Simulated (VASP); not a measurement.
# Ti (P6/mmm) in VASP: further runs

Ti is run at these levels: PBE; tasks: single point.

Program: VASP 6.6.1. These are calculated values, not measurements. Logs are shortened: lines on timing, memory, paths and dates and some standing lists are left out, and cuts for length are marked.

### 1 The cell of the first run

Symmetry: P6/mmm, No. 191, hexagonal system. The conventional cell has a = 2.167 Å, b = 2.167 Å, c = 2.119 Å, α = 90.00°, β = 90.00°, γ = 120.00°. Within 2.8 Å of Ti (site symmetry 6/mmm) lie 8 Ti at 2.12 to 2.17 Å.

### 2 Single point, PBE

INCAR

```
PREC = Accurate
ENCUT = 520
EDIFF = 1E-6
ISMEAR = -1
SIGMA = 0.08
LREAL = False
LASPH = True
NELM = 60
ALGO = Normal
ISIF = 2
LWAVE = False
LCHARG = False
GGA = PE
NBANDS = 12
```

KPOINTS

```
Automatic mesh
0
Gamma
  20 20 18
```

POSCAR

```
Ti
1.0
    2.1666940095      0.0000000000      0.0000000000
   -1.0833470048      1.8764120545      0.0000000000
    0.0000000000      0.0000000000      2.1193745002
Ti
1
Direct
    0.0000000000      0.0000000000      0.0000000000
```

Potentials or basis: VASP PAW PBE potentials, release 64 (Ti_sv).

The run is started by

```console
cat potpaw_PBE.64/Ti_sv/POTCAR > POTCAR
mpirun -np 1 vasp_std > vasp.out
```

OUTCAR:

```text
PREC = Accurate
   ENCUT = 520
   EDIFF = 1E-6
   ISMEAR = -1
   LREAL = False
   LASPH = True
   NELM = 60
   ISIF = 2
   GGA = PE

 ion  position               nearest neighbor table
   1  0.000  0.000  0.000-

  LATTYP: Found a hexagonal cell.
 ALAT       =     2.1666940095
 C/A-ratio  =     0.9781605021

  Lattice vectors:

 A1 = (   2.1666940095,   0.0000000000,   0.0000000000)
 A2 = (  -1.0833470048,   1.8764120545,   0.0000000000)
 A3 = (   0.0000000000,   0.0000000000,   2.1193745002)

Analysis of symmetry for initial positions (statically):
=====================================================================
 Subroutine PRICEL returns:
 Original cell was already a primitive cell.

 Routine SETGRP: Setting up the symmetry group for a
 hexagonal supercell.

 Subroutine GETGRP returns: Found 24 space group operations
 (whereof 24 operations were pure point group operations)
 out of a pool of 24 trial point group operations.

The static configuration has the point symmetry D_6h.

Analysis of symmetry for dynamics (positions and initial velocities):
=====================================================================
 Subroutine PRICEL returns:
 Original cell was already a primitive cell.

 Routine SETGRP: Setting up the symmetry group for a
 hexagonal supercell.

 Subroutine GETGRP returns: Found 24 space group operations
 (whereof 24 operations were pure point group operations)
 out of a pool of 24 trial point group operations.

The dynamic configuration has the point symmetry D_6h.

 Subroutine INISYM returns: Found 24 space group operations
 (whereof 24 operations are pure point group operations),
 and found     1 'primitive' translations

----------------------------------------------------------------------------------------

                                     Primitive cell

  volume of cell :       8.6166

  direct lattice vectors                    reciprocal lattice vectors
     2.166694010  0.000000000  0.000000000     0.461532637  0.266465992  0.000000000
    -1.083347005  1.876412055  0.000000000     0.000000000  0.532931985  0.000000000
     0.000000000  0.000000000  2.119374500     0.000000000  0.000000000  0.471837327

  length of vectors
     2.166694010  2.166694010  2.119374500     0.532931985  0.532931985  0.471837327

[... 81 lines left out ...]
   NSW    =      0    number of steps for IOM
   IBRION =     -1    ionic relax: 0-MD 1-quasi-New 2-CG
   NFREE  =      0    steps in history (QN), initial steepest desc. (CG)
   ISIF   =      2    stress and relaxation
   ISYM   =      2    0-nonsym 1-usesym 2-fastsym
   POTIM  = 0.5000    time-step for ionic-motion
   TEBEG  =    0.0;   TEEND  =   0.0 temperature during run
   PSTRESS=    0.0 pullay stress
   NELECT =      12.0000    total number of electrons
   NUPDOWN=      -1.0000    fix difference up-down
   EMIN   =  10.00;   EMAX   =-10.00  energy-range for DOS
   EFERMI =   0.00;   METHOD = LEGACY
   ISMEAR =    -1;   SIGMA  =   0.08  broadening in eV -4-tet -1-fermi 0-gaus
   EFERMI_NEDOS =   21; number of points for ismear=-14 and -15
   IALGO  =     38    algorithm
   IMIX   =      4    mixing-type and parameters
     AMIX     =   0.40;   BMIX     =  1.00
     AMIX_MAG =   1.60;   BMIX_MAG =  1.00
  volume/ion in A,a.u.               =       8.62        58.15
  Fermi-wavevector in a.u.,A,eV,Ry     =   1.828202  3.454800 45.475038  3.342321
  Thomas-Fermi vector in A             =   2.883141
   LORBIT       =      0    0 simple, 1 ext, 2 COOP (PROOUT), +10 PAW based schemes
   GGA     = PE    functional components
   LHFCALC =     F    Hartree Fock is set to
   AEXX    =    0.0000 exact exchange contribution
   IVDW    =     0    specifies the selected vdW correction
   LEPSILON=     F    determine dielectric tensor
   LRPA    =     F    only Hartree local field effects (RPA)
 non-spin polarized calculation
  energy-cutoff  :      520.00
  volume of cell :        8.62
 maximum number of plane-waves:       244
   NGX =  9   NGY =  9   NGZ =  7

 number of electron      11.9999990 magnetization

 Free energy of the ion-electron system (eV)
  ---------------------------------------------------
  ext. energy  EPLUGINS =         0.00000000
  ---------------------------------------------------
  free energy    TOTEN  =        -3.69826697 eV

  energy without entropy =       -3.68409956  energy(sigma->0) =       -3.69118327

 E-fermi :  17.7893     XC(G=0): -15.2309

 val. band max:       17.7870068972   @ k =   0.3500   0.2000   0.1111
 cond. band min:      17.8021127127   @ k =   0.1000   0.0500   0.4444
 fundamental gap:      0.0151058155
 Fermi energy:        17.7893132119

 k-point     1 :       0.0000    0.0000    0.0000
  band No.  band energies     occupation
      1     -39.6500      2.00000
      2     -12.7552      2.00000
      3     -12.0832      2.00000
      4     -12.0832      2.00000
      5      12.0240      2.00000
      6      13.9571      2.00000
      7      18.8640      0.00000
      8      18.8640      0.00000
      9      25.8809      0.00000
     10      25.8809      0.00000
     11      38.2441      0.00000
     12      42.6534      0.00000
[... 331 lines left out ...]
 k-point    24 :       0.2500    0.1000    0.0000
  band No.  band energies     occupation
      1     -38.5132      2.00000
      2     -15.9499      2.00000
      3     -13.2228      2.00000
      4     -12.2237      2.00000
      5      14.5522      2.00000
      6      15.3539      2.00000
      7      18.9580      0.00000
      8      22.0653      0.00000
      9      24.4118      0.00000
     10      24.8852      0.00000
     11      38.7652      0.00000
     12      42.6454      0.00000

 [... further k-points ...]

------------------------ aborting loop because EDIFF is reached ----------------------------------------

  FORCE on cell =-STRESS in cart. coord.  units (eV):
  Direction    XX          YY          ZZ          XY          YZ          ZX
  --------------------------------------------------------------------------------------
  -------------------------------------------------------------------------------------
  Total       12.6060459     12.6060459     12.4561686     -0.0000000     -0.0000000      0.0000000
  in kB     2343.9911373   2343.9911375   2316.1226732     -0.0000001     -0.0000000      0.0000000
  external PRESSURE =    2334.7016493 kB  Pullay stress =       0.0000000 kB

 VOLUME and BASIS-vectors are now :
 -----------------------------------------------------------------------------
  energy-cutoff  :      520.00
  volume of cell :        8.62
      direct lattice vectors                 reciprocal lattice vectors
     2.166694010  0.000000000  0.000000000     0.461532637  0.266465992  0.000000000
    -1.083347005  1.876412055  0.000000000     0.000000000  0.532931985  0.000000000
     0.000000000  0.000000000  2.119374500     0.000000000  0.000000000  0.471837327

 POSITION                                       TOTAL-FORCE (eV/Angst)
 -----------------------------------------------------------------------------------
      0.00000      0.00000      0.00000        -0.000000      0.000000      0.000000
 -----------------------------------------------------------------------------------
    total drift:                                0.000000      0.000000      0.000000

  FREE ENERGIE OF THE ION-ELECTRON SYSTEM (eV)
  ---------------------------------------------------
  free  energy   TOTEN  =        -3.6982669734 eV

  energy  without entropy=       -3.6840995621  energy(sigma->0) =       -3.69118327
```

Run time: 21 s. Hardware: 1 thread of Intel Xeon Platinum 8488C (Sapphire Rapids), shared host; peak memory 0.15 GiB.

What came out:

- Free energy: -3.6983 eV
- Pressure: 233.5 GPa
- Band gap on the k mesh: zero (band 6 reaches 19.98 eV, above the bottom of band 7 at 16.62 eV)

Levels at points of the mesh, in eV from the Fermi level:
| k point | band 3 | band 4 | band 5 | band 6 | band 7 | band 8 | band 9 | band 10 |
| --- | --- | --- | --- | --- | --- | --- | --- | --- |
| (0.00, 0.00, 0.00) | -29.87 | -29.87 | -5.77 | -3.83 | 1.07 | 1.07 | 8.09 | 8.09 |
| (0.50, 0.00, 0.00) | -31.10 | -29.77 | -5.29 | -0.94 | 2.75 | 5.28 | 7.03 | 9.00 |
| (0.00, 0.00, 0.50) | -29.44 | -29.44 | -1.26 | 2.19 | 2.19 | 2.38 | 4.25 | 4.25 |
| (0.50, 0.00, 0.50) | -33.90 | -30.58 | -7.14 | -3.02 | 2.06 | 9.34 | 10.24 | 11.10 |

### 3 Single point, PBE

INCAR

```
SYSTEM = Ti
ALGO     = Normal         ! electronic algorithm
EDIFF    = 1E-7           ! SCF threshold, eV
ENCUT    = 520            ! plane-wave cutoff, eV
GGA      = PE             ! functional
ISIF     = 2              ! what is computed and relaxed
ISMEAR   = -1             ! smearing method
LASPH    = .True.         ! aspherical terms in the spheres
LCHARG   = .True.         ! write CHGCAR
LELF     = .True.         ! ELF
LREAL    = .False.        ! projectors in reciprocal space
LVHAR    = .True.       
LWAVE    = .False.        ! write WAVECAR
NBANDS   = 12             ! bands
NELM     = 100            ! most SCF steps
PREC     = Accurate       ! precision mode
SIGMA    = 0.08           ! smearing width, eV
```

KPOINTS

```
k-points
0
Gamma
  20 20 18
  0 0 0
```

POSCAR

```
Ti
1.0
    2.1669938431      0.0000000000      0.0000000000
   -1.0834969216      1.8766717180      0.0000000000
    0.0000000000      0.0000000000      2.1195505108
Ti
1
Direct
    0.0000000000      0.0000000000      0.0000000000
```

Potentials or basis: VASP PAW PBE potentials, release 64 (Ti_sv).

The run is started by

```console
cat potpaw_PBE.64/Ti_sv/POTCAR > POTCAR
mpirun -np 1 vasp_std > vasp.out
```

Run time: 24 s. Hardware: 1 thread of Intel Xeon Platinum 8488C (Sapphire Rapids), shared host; peak memory 0.15 GiB.

The run converged. Its results:

```
Free energy            : -3.7028 eV
Pressure               : 233.2 GPa
Band gap on the k mesh : zero (band 6 reaches 19.97 eV, above the bottom of band 7 at 16.62 eV)
```

Stress tensor (GPa, compression positive):
```
234.13   0.00   0.00
  0.00 234.13   0.00
  0.00   0.00 231.38
```

Levels at points of the mesh, in eV from the Fermi level:
```tsv
k point	band 3	band 4	band 5	band 6	band 7	band 8	band 9	band 10
(0.00, 0.00, 0.00)	-29.87	-29.87	-5.77	-3.83	1.08	1.08	8.09	8.09
(0.50, 0.00, 0.00)	-31.11	-29.77	-5.28	-0.94	2.75	5.28	7.03	8.99
(0.00, 0.00, 0.50)	-29.44	-29.44	-1.26	2.19	2.19	2.38	4.25	4.25
(0.50, 0.00, 0.50)	-33.90	-30.58	-7.14	-3.02	2.06	9.34	10.24	11.10
```
